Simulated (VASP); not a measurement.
# Ag (P6_3/mmc) in VASP: a series of runs

Ag is run at these levels: r2SCAN0, PBE0; tasks: single point.

Everything below comes from runs of VASP 6.6.1. Logs are shortened: lines on timing, memory, paths and dates and some standing lists are left out, and cuts for length are marked.

### 1 The cell of the first run

It takes space group P6_3/mmc (No. 194, hexagonal). The conventional cell has a = 2.930 Å, b = 2.930 Å, c = 4.790 Å, α = 90.00°, β = 90.00°, γ = 120.00°. Within 3.9 Å of Ag (site symmetry -6m2) lie 12 Ag at 2.93 Å.

This isn't the form of Ag at room conditions, which is fcc.

### 2 Single point, r2SCAN0

The input, POSCAR:

```
Ag
1.0
    2.9300000000      0.0000000000      0.0000000000
   -1.4650000000      2.5374544331      0.0000000000
    0.0000000000      0.0000000000      4.7900000000
Ag
2
Direct
    0.6666666667      0.3333333333      0.7500000000
    0.3333333333      0.6666666667      0.2500000000
```

The input, INCAR.step1:

```
PREC = Accurate
ENCUT = 510
EDIFF = 1E-5
ISMEAR = 1
SIGMA = 0.1
LREAL = False
LASPH = True
NELM = 120
ALGO = Normal
ISIF = 2
LWAVE = True
LCHARG = False
GGA = PE
NBANDS = 26
GGA_COMPAT = False
```

The input, INCAR.step2:

```
PREC = Accurate
ENCUT = 510
EDIFF = 1E-6
ISMEAR = 1
SIGMA = 0.1
LREAL = False
LASPH = True
NELM = 120
ALGO = Normal
ISIF = 2
LWAVE = False
LCHARG = False
METAGGA = R2SCAN
LHFCALC = True
AEXX = 0.25
LMIXTAU = True
PRECFOCK = Normal
ISTART = 1
NBANDS = 26
GGA_COMPAT = False
```

The input, KPOINTS:

```
Automatic mesh
0
Gamma
  5 5 3
```

Potentials or basis: VASP PAW PBE potentials, release 64 (Ag_sv_GW).

Command:

```sh
$ cat potpaw_PBE.64/Ag_sv_GW/POTCAR > POTCAR
$ cp INCAR.step1 INCAR
$ mpirun -np 1 vasp_std > vasp.out
$ cp INCAR.step2 INCAR
$ mpirun -np 1 vasp_std > vasp.out
```

OUTCAR:

```text
PREC = Accurate
   ENCUT = 510
   EDIFF = 1E-6
   ISMEAR = 1
   LREAL = False
   LASPH = True
   NELM = 120
   ISIF = 2
   METAGGA = R2SCAN
   LHFCALC = True
   AEXX = 0.25
   PRECFOCK = Normal
   ISTART = 1

 ion  position               nearest neighbor table
   1  0.667  0.333  0.750-
   2  0.333  0.667  0.250-

  LATTYP: Found a hexagonal cell.
 ALAT       =     2.9300000000
 C/A-ratio  =     1.6348122867

  Lattice vectors:

 A1 = (   2.9300000000,   0.0000000000,   0.0000000000)
 A2 = (  -1.4650000000,   2.5374544331,   0.0000000000)
 A3 = (   0.0000000000,   0.0000000000,   4.7900000000)

Analysis of symmetry for initial positions (statically):
=====================================================================
 Subroutine PRICEL returns:
 Original cell was already a primitive cell.

 Routine SETGRP: Setting up the symmetry group for a
 hexagonal supercell.

 Subroutine GETGRP returns: Found 24 space group operations
 (whereof 12 operations were pure point group operations)
 out of a pool of 24 trial point group operations.

The static configuration has the point symmetry D_3d.
 The point group associated with its full space group is D_6h.

Analysis of symmetry for dynamics (positions and initial velocities):
=====================================================================
 Subroutine PRICEL returns:
 Original cell was already a primitive cell.

 Routine SETGRP: Setting up the symmetry group for a
 hexagonal supercell.

 Subroutine GETGRP returns: Found 24 space group operations
 (whereof 12 operations were pure point group operations)
 out of a pool of 24 trial point group operations.

The dynamic configuration has the point symmetry D_3d.
 The point group associated with its full space group is D_6h.

 Subroutine INISYM returns: Found 24 space group operations
 (whereof 12 operations are pure point group operations),
 and found     1 'primitive' translations

----------------------------------------------------------------------------------------

                                     Primitive cell

  volume of cell :      35.6124

  direct lattice vectors                    reciprocal lattice vectors
[... 73 lines left out ...]
   LREAL  =      F    real-space projection
   EDIFFG = 0.1E-04   stopping-criterion for IOM
   NSW    =      0    number of steps for IOM
   IBRION =     -1    ionic relax: 0-MD 1-quasi-New 2-CG
   NFREE  =      0    steps in history (QN), initial steepest desc. (CG)
   ISIF   =      2    stress and relaxation
   ISYM   =      3    0-nonsym 1-usesym 2-fastsym
   POTIM  = 0.5000    time-step for ionic-motion
   TEBEG  =    0.0;   TEEND  =   0.0 temperature during run
   PSTRESS=    0.0 pullay stress
   NELECT =      38.0000    total number of electrons
   NUPDOWN=      -1.0000    fix difference up-down
   EMIN   =  10.00;   EMAX   =-10.00  energy-range for DOS
   EFERMI =   0.00;   METHOD = LEGACY
   ISMEAR =     1;   SIGMA  =   0.10  broadening in eV -4-tet -1-fermi 0-gaus
   EFERMI_NEDOS =   21; number of points for ismear=-14 and -15
   IALGO  =     38    algorithm
   IMIX   =      1    mixing-type and parameters
     AMIX     =   0.40;   BMIX     =  1.00
     AMIX_MAG =   1.60;   BMIX_MAG =  1.00
  volume/ion in A,a.u.               =      17.81       120.16
  Fermi-wavevector in a.u.,A,eV,Ry     =   1.672896  3.161315 38.076999  2.798580
  Thomas-Fermi vector in A             =   2.757962
   LORBIT       =      0    0 simple, 1 ext, 2 COOP (PROOUT), +10 PAW based schemes
   METAGGA = R2SCAN    functional components
   LHFCALC =     T    Hartree Fock is set to
   PRECFOCK=normal    Normal, Fast or Accurate (Low or Medium for compatibility)
   ENCUT4O =  -1.0   cutoff for four orbital integrals eV
   NKREDX  =     1    reduce k-point grid by
   NKREDY  =     1    reduce k-point grid by
   NKREDZ  =     1    reduce k-point grid by
   AEXX    =    0.2500 exact exchange contribution
   HFSCREEN=    0.0000 screening length (either q_TF or 0.3 A-1)
   HFSCREENC=   0.0000 screening length for correlation (either q_TF or 0.3 A-1)
   ENCUTFOCK=  -1.0 apply spherical cutoff to Coloumb kernel
   IVDW    =     0    specifies the selected vdW correction
   LEPSILON=     F    determine dielectric tensor
   LRPA    =     F    only Hartree local field effects (RPA)
 non-spin polarized calculation
 Methfessel and Paxton  Order N= 1 SIGMA  =   0.10
  energy-cutoff  :      510.00
  volume of cell :       35.61
 maximum number of plane-waves:       949
 NGX is ok and might be reduce to    24
  NGX = 18; NGY = 18; NGZ = 28

 number of electron      37.9999993 magnetization

 Free energy of the ion-electron system (eV)
  ---------------------------------------------------
  ext. energy  EPLUGINS =         0.00000000
  ---------------------------------------------------
  free energy    TOTEN  =       -25.25093263 eV

  energy without entropy =      -25.24763171  energy(sigma->0) =      -25.24983232

 E-fermi :   7.4297     XC(G=0): -10.0224

 val. band max:        6.0050307041   @ k =   0.0000   0.0000   0.0000
 cond. band min:       7.4609023651   @ k =   0.2000   0.2000   0.3333
 fundamental gap:      1.4558716610
 Fermi energy:         7.4297480672

 k-point     1 :       0.0000    0.0000    0.0000
  band No.  band energies     occupation
      1     -92.6697      2.00000
      2     -92.6531      2.00000
      3     -54.2970      2.00000
      4     -54.1641      2.00000
      5     -54.1641      2.00000
      6     -54.1359      2.00000
[... 279 lines left out ...]
     25      21.8330      0.00000
     26      21.9562      0.00000

------------------------ aborting loop because EDIFF is reached ----------------------------------------

  FORCE on cell =-STRESS in cart. coord.  units (eV):
  Direction    XX          YY          ZZ          XY          YZ          ZX
  --------------------------------------------------------------------------------------
  -------------------------------------------------------------------------------------
  Total       -1.5851326     -1.5851326     -1.1224716      0.0000000      0.0000000      0.0000000
  in kB      -71.3140005    -71.3140005    -50.4992067      0.0000000      0.0000000      0.0000000
  external PRESSURE =     -64.3757359 kB  Pullay stress =       0.0000000 kB

 VOLUME and BASIS-vectors are now :
 -----------------------------------------------------------------------------
  energy-cutoff  :      510.00
  volume of cell :       35.61
      direct lattice vectors                 reciprocal lattice vectors
     2.930000000  0.000000000  0.000000000     0.341296928  0.197047873  0.000000000
    -1.465000000  2.537454433  0.000000000     0.000000000  0.394095747  0.000000000
     0.000000000  0.000000000  4.790000000     0.000000000  0.000000000  0.208768267

 POSITION                                       TOTAL-FORCE (eV/Angst)
 -----------------------------------------------------------------------------------
      1.46500      0.84582      3.59250         0.000000     -0.000000      0.000000
     -0.00000      1.69164      1.19750        -0.000000      0.000000     -0.000000
 -----------------------------------------------------------------------------------
    total drift:                                0.000001     -0.000000     -0.000000

  FREE ENERGIE OF THE ION-ELECTRON SYSTEM (eV)
  ---------------------------------------------------
  free  energy   TOTEN  =       -25.2509326265 eV

  energy  without entropy=      -25.2476317120  energy(sigma->0) =      -25.24983232
```

OSZICAR.step1:

```text
N       E                     dE             d eps       ncg     rms          rms(c)
DAV:   1     0.795876677391E+03    0.79588E+03   -0.24687E+04   576   0.182E+03
DAV:   2     0.458886847273E+02   -0.74999E+03   -0.70236E+03   520   0.890E+02
DAV:   3    -0.244412444447E+01   -0.48333E+02   -0.45593E+02   854   0.251E+02
DAV:   4    -0.364937650162E+01   -0.12053E+01   -0.11978E+01   774   0.372E+01
DAV:   5    -0.366687753666E+01   -0.17501E-01   -0.17498E-01   876   0.505E+00    0.918E+00
DAV:   6    -0.154647070856E+01    0.21204E+01   -0.79862E+00   726   0.545E+01    0.320E+00
DAV:   7    -0.148442505842E+01    0.62046E-01   -0.26243E-01   738   0.105E+01    0.179E+00
DAV:   8    -0.145676928648E+01    0.27656E-01   -0.51004E-02   758   0.444E+00    0.307E-01
DAV:   9    -0.145733269868E+01   -0.56341E-03   -0.18168E-03   850   0.708E-01    0.134E-01
DAV:  10    -0.145736671268E+01   -0.34014E-04   -0.11823E-04   734   0.151E-01    0.976E-03
DAV:  11    -0.145736700942E+01   -0.29674E-06   -0.39179E-06   384   0.295E-02
   1 F= -.14573670E+01 E0= -.14562667E+01  d E =-.330091E-02
```

Wall time 27 min (1 thread of Intel Xeon Platinum 8488C (Sapphire Rapids), shared host); peak memory 0.17 GiB.

Results:

| Property | Result |
| --- | --- |
| Free energy | -25.2509 eV |
| Pressure | -6.4 GPa |
| Band gap on the k mesh | zero (bands 19 and 20 overlap by 6.79 eV) |

Caveat: the k points lie up to 0.50 Å⁻¹ apart, too coarse for converged energies and pressures of a metal; the PAW data sets were made with another functional, which shifts forces and pressure a little.

### 3 Single point, PBE0

POSCAR is that of step 2.

The input, INCAR.step1:

```
ALGO = Normal
EDIFF = 1E-5
ENCUT = 520
GGA = PE
ISIF = 2
ISMEAR = -1
LASPH = True
LCHARG = False
LREAL = False
LWAVE = True
NBANDS = 18
NELM = 100
PREC = Accurate
SIGMA = 0.05
```

The input, INCAR.step2:

```
AEXX = 0.25
ALGO = Normal
EDIFF = 1E-7
ENCUT = 520
GGA = PE
ISIF = 2
ISMEAR = -1
ISTART = 1
LASPH = True
LCHARG = False
LHFCALC = True
LREAL = False
LWAVE = False
NBANDS = 18
NELM = 100
PREC = Accurate
PRECFOCK = Normal
SIGMA = 0.05
```

The input, KPOINTS:

```
k-points
0
Gamma
  5 5 3
```

Potentials or basis: VASP PAW PBE potentials, release 64 (Ag).

Command:

```sh
$ cat potpaw_PBE.64/Ag/POTCAR > POTCAR
$ cp INCAR.step1 INCAR
$ mpirun -np 1 vasp_std > vasp.out
$ cp INCAR.step2 INCAR
$ mpirun -np 1 vasp_std > vasp.out
```

Wall time 13 min (1 thread of Intel Xeon Platinum 8488C (Sapphire Rapids), shared host); peak memory 0.17 GiB.

The run converged. Its results:

```yaml
Free_energy: -6.3328 eV
Pressure: -1.2 GPa
Band_gap_on_the_k_mesh: zero (bands 11 and 12 overlap by 6.66 eV)
```

Stress tensor (GPa, compression positive):
```
-1.86  0.00  0.00
 0.00 -1.86  0.00
 0.00  0.00  0.20
```

Levels at points of the mesh, in eV from the Fermi level:
```csv
k point,band 7,band 8,band 9,band 10,band 11,band 12,band 13,band 14,band 15,band 16
"(0.00, 0.00, 0.00)",-6.89,-6.54,-6.54,-5.49,-5.49,-1.46,3.45,16.00,17.98,18.27
```

Caveat: the k points lie up to 0.50 Å⁻¹ apart, too coarse for converged energies and pressures of a metal; the PAW data sets were made with another functional, which shifts forces and pressure a little.

The gap in the log of VASP goes by the Fermi energy; the results here count the filled bands.